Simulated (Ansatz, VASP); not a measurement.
## One calculation of WS2, two programs

INCAR

```
  ALGO = Normal
  DIPOL = 0.5 0.5 0.500
  EDIFF = 1E-6
  ENCUT = 520
  GGA = PE
  IDIPOL = 3
  ISIF = 2
  ISMEAR = 0
  IVDW = 12
  LASPH = True
  LCHARG = False
  LDIPOL = True
  LREAL = False
  LWAVE = False
  NBANDS = 20
  NELM = 80
  PREC = Accurate
  SIGMA = 0.02
```

Contents of KPOINTS:

```
k-points
0
Gamma
  12 12 1
```

The input POSCAR:

```
WS2
1.0
    2.9700000000      0.0000000000      0.0000000000
   -1.4850000000      2.5720954492      0.0000000000
    0.0000000000      0.0000000000     32.2910878415
S W
2 1
Direct
    0.3333333333      0.6666666667      0.4550091869
    0.3333333333      0.6666666667      0.5450030581
    0.6666666667      0.3333333333      0.5000061204
```

Input for Ansatz:

```yaml
crystal:
  lattice:
    - [2.97, 0.0, 0.0]
    - [-1.485, 2.5720954492, 0.0]
    - [0.0, 0.0, 32.2910878415]
  atoms:
    - { symbol: S, position: [0.3333333333, 0.6666666667, 0.4550091869] }
    - { symbol: W, position: [0.6666666667, 0.3333333333, 0.5000061204] }
    - { symbol: S, position: [0.3333333333, 0.6666666667, 0.5450030581] }
  periodic: [true, true, false]
basis:
  ecutwfc: 420
kpoints:
  mp_grid: { grid: [12, 12, 1] }
hamiltonian:
  xc: pbe
  pseudopotentials: { kind: paw, azcp: { folder: soft_1 } }
  dispersion: d3bj
scf:
  occupations: { method: gaussian, width: 0.02 }
output:
  forces: true
  stress: true
  eigenvalues: true
```

Alike in both runs: task single point; functional PBE; dispersion D3(BJ); k mesh 12 × 12 × 1; occupations gaussian, width 0.02 eV; no spin polarisation.

|  | VASP | Ansatz |
| --- | --- | --- |
| version | VASP 6.6.1 | Ansatz 0.2.0 |
| potentials or method | VASP PAW PBE potentials, release 64 (S, W_sv), cutoff 520 eV | scalar-relativistic, plane waves, PAW |
| valence electrons in the cell | 26 | 26 |

|  | VASP | Ansatz | Ansatz less VASP |
| --- | --- | --- | --- |
| gap on the k mesh at the Fermi level (eV) | 2.31 | 2.30 | -0.006 |
| least direct gap on the mesh (eV) | 2.31 | 2.30 | -0.006 |
| rms of the force components (eV/Å) | 2.490 | 2.494 | +0.0044 |

Neither program's run includes spin-orbit coupling.
